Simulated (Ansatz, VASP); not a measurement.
## One calculation of GaN, two programs

File INCAR:

```
PREC = Accurate
ENCUT = 520
EDIFF = 1E-6
ISMEAR = 0
SIGMA = 0.05
LREAL = False
LASPH = True
NELM = 80
ALGO = Normal
ISIF = 2
LWAVE = False
LCHARG = False
GGA = PE
NBANDS = 16
```

KPOINTS

```
Automatic mesh
0
Gamma
  10 10 10
```

The input POSCAR:

```
GaN
1.0
    0.0000000000      2.2535006075      2.2535006075
    2.2535006075      0.0000000000      2.2535006075
    2.2535006075      2.2535006075      0.0000000000
Ga N
1 1
Direct
    0.0000000000      0.0000000000      0.0000000000
    0.7421554627      0.7578445373      0.7500000000
```

Input for Ansatz:

```yaml
crystal:
  lattice:
    - [0.0, 2.2535006075, 2.2535006075]
    - [2.2535006075, 0.0, 2.2535006075]
    - [2.2535006075, 2.2535006075, 0.0]
  atoms:
    - { symbol: Ga, position: [0.0, 0.0, 0.0] }
    - { symbol: "N", position: [0.7421554627, 0.7578445373, 0.75] }
basis:
  ecutwfc: 420
kpoints:
  mp_grid: { grid: [10, 10, 10] }
hamiltonian:
  xc: pbe
scf:
  occupations: { method: gaussian, width: 0.05 }
output:
  forces: true
  stress: true
  eigenvalues: true
```

Change from the starting cell: all N atoms moved +0.025 Å, as atom 2 along Cartesian [1 -1 0].

Alike in both runs: task single point; functional PBE; k mesh 10 × 10 × 10; occupations gaussian, width 0.05 eV; no spin polarisation.

```csv
,VASP,Ansatz
version,VASP 6.6.1,Ansatz 0.2.0
potentials or method,"VASP PAW PBE potentials, release 64 (Ga_d, N), cutoff 520 eV","scalar-relativistic, plane waves, PAW"
valence electrons in the cell,18,18
```

|  | VASP | Ansatz | Ansatz less VASP |
| --- | --- | --- | --- |
| gap on the k mesh at the Fermi level (eV) | 1.68 | 1.67 | -0.007 |
| least direct gap on the mesh (eV) | 1.68 | 1.67 | -0.007 |
| pressure (GPa) | 5.2 | 5.1 | -0.07 |
| traceless stress, the component that is largest in VASP (GPa) | -1.05 | -1.07 | -0.025 |
| rms of the force components (eV/Å) | 0.177 | 0.180 | +0.0026 |

Atom by atom the forces differ by 0.003 eV/Å (rms over components). With one functional, cell and mesh, what is left measures potentials, basis and numerics.
